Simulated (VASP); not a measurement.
## Sc: single point with PBE

Sc, a wire with vacuum:

```
Sc
1.0
    12.00000    0.00000    0.00000
     0.00000    9.30000    0.00000
     0.00000    0.00000    6.01479
Sc
4
Direct
  0.38123 0.50000 0.00000
  0.38123 0.50000 0.50000
  0.61877 0.50000 0.00000
  0.61877 0.50000 0.50000
```

```json
{
 "Program": "VASP 6.6.1",
 "Task": "single point",
 "Functional": "PBE",
 "Potentials or basis": "VASP PAW PBE potentials, release 64 (Sc_sv)",
 "Cutoff": "520 eV",
 "k mesh": "1 × 1 × 11",
 "Occupations": "gaussian, width 0.05 eV",
 "Spin": "collinear spin",
 "Starting moments": "[1.5, 1.5, 1.5, 1.5] μB",
 "Dipole correction": "no",
 "Further INCAR settings": "ALGO = Normal; EDIFF = 1e-07; NBANDS = 34"
}
```

```
Largest force                                         : 0.011 eV/Å
Band gap on the k mesh                                : zero (filled and empty bands overlap)
Net moment                                            : 6.00 μB per cell
Site moments                                          : Sc +0.90 μB
Valence electrons inside the program's atomic spheres : Sc 9.40
```

Forces on the atoms (eV/Å):
```
Sc  -0.011  0.000  0.000
Sc  -0.011  0.000  0.000
Sc   0.011  0.000  0.000
Sc   0.011  0.000  0.000
```

Levels at points of the mesh, in eV from the Fermi level:
Spin up:
```
           k point  band 21  band 22  band 23  band 24  band 25  band 26  band 27  band 28  band 29  band 30
(0.00, 0.00, 0.00)    -0.76    -0.68    -0.42    -0.22    -0.15     0.16     0.19     0.41     0.43     0.44
```
Spin down:
```csv
k point,band 15,band 16,band 17,band 18,band 19,band 20,band 21,band 22,band 23,band 24
"(0.00, 0.00, 0.00)",-27.99,-27.95,-2.63,-1.20,-0.60,0.22,0.28,0.30,0.68,0.75
```

Wall time 18 min on 1 thread of Intel Xeon 8259CL, on a shared host, peak memory 0.92 GiB.
